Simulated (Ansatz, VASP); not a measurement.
## One calculation of V, two programs

```xyz
1
Lattice="-1.5569 1.5569 1.5569 1.5569 -1.5569 1.5569 1.5569 1.5569 -1.5569" Properties=species:S:1:pos:R:3 pbc="T T T"
V     0.0000    0.0000    0.0000
```

Alike in both runs: task single point; functional PBE; k mesh 24 × 24 × 24; occupations fermi-dirac, width 0.1 eV; no spin polarisation.

```csv
,VASP,Ansatz
version,VASP 6.6.1,Ansatz 0.2.0
potentials or method,"VASP PAW PBE potentials, release 64 (V_sv), cutoff 520 eV","plane waves (420 eV) with PAW, scalar-relativistic"
valence electrons in the cell,13,13
```

```csv
,VASP,Ansatz,Ansatz less VASP
pressure (GPa),-16.3,-16.4,-0.15
```
